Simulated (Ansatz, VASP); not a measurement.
## One calculation of Al2O3, two programs

The input POSCAR:

```
Al2O3
1.0
    3.0174825440      0.0000000000      0.0000000000
   -1.5087412720      2.6132165386      0.0000000000
    0.0000000000      0.0000000000      8.1806068824
Al O
2 3
Direct
    0.0000000000      0.0000000000      0.2779510000
    0.0000000000      0.0000000000      0.7220490000
    0.3333333333      0.6666666667      0.1994540000
    0.6666666667      0.3333333333      0.8005460000
    0.0000000000      0.0000000000      0.5000000000
```

The input INCAR.step1:

```
PREC = Accurate
ENCUT = 520
ISMEAR = 0
SIGMA = 0.05
LREAL = F
LASPH = T
NELM = 80
NBANDS = 20
GGA = PE
ALGO = Normal
EDIFF = 1E-4
LWAVE = T
LCHARG = F
```

Contents of INCAR.step2:

```
PREC = Accurate
ENCUT = 520
EDIFF = 1E-7
ISMEAR = 0
SIGMA = 0.05
LREAL = F
LASPH = T
NELM = 80
ALGO = Normal
ISIF = 2
LWAVE = F
LCHARG = F
METAGGA = R2SCAN
LMIXTAU = T
NBANDS = 20
ISTART = 1
```

The input KPOINTS:

```
Automatic mesh
0
Gamma
  12 12 4
```

Input for Ansatz:

```yaml
crystal:
  lattice:
    - [3.017482544, 0.0, 0.0]
    - [-1.508741272, 2.6132165386, 0.0]
    - [0.0, 0.0, 8.1806068824]
  atoms:
    - { symbol: Al, position: [0.0, 0.0, 0.277951] }
    - { symbol: Al, position: [0.0, 0.0, 0.722049] }
    - { symbol: O, position: [0.3333333333, 0.6666666667, 0.199454] }
    - { symbol: O, position: [0.6666666667, 0.3333333333, 0.800546] }
    - { symbol: O, position: [0.0, 0.0, 0.5] }
basis:
  ecutwfc: 500
kpoints:
  mp_grid: { grid: [12, 12, 4] }
hamiltonian:
  xc: r2scan
scf:
  occupations: { method: gaussian, width: 0.05 }
output:
  forces: true
  stress: true
  eigenvalues: true
```

Change from the starting cell: strain +0.000 along x and y, +0.080 along z, atoms carried along.

Alike in both runs: task single point; functional r2SCAN; k mesh 12 × 12 × 4; occupations gaussian, width 0.05 eV; no spin polarisation.

|  | VASP | Ansatz |
| --- | --- | --- |
| version | VASP 6.6.1 | Ansatz 0.2.0 |
| potentials or method | VASP PAW PBE potentials, release 64 (Al, O), cutoff 520 eV | scalar-relativistic, plane waves, PAW |
| valence electrons in the cell | 24 | 24 |

|  | VASP | Ansatz | Ansatz less VASP |
| --- | --- | --- | --- |
| gap on the k mesh at the Fermi level (eV) | 1.54 | 1.53 | -0.008 |
| least direct gap on the mesh (eV) | 1.54 | 1.53 | -0.008 |
| pressure (GPa) | -16.3 | -16.1 | +0.21 |
| traceless stress, the component that is largest in VASP (GPa) | -20.60 | -20.63 | -0.035 |
| rms of the force components (eV/Å) | 1.012 | 1.023 | +0.0107 |

VASP's potentials were made for PBE, not for r2SCAN. Atom by atom the forces differ by 0.021 eV/Å (rms over components).
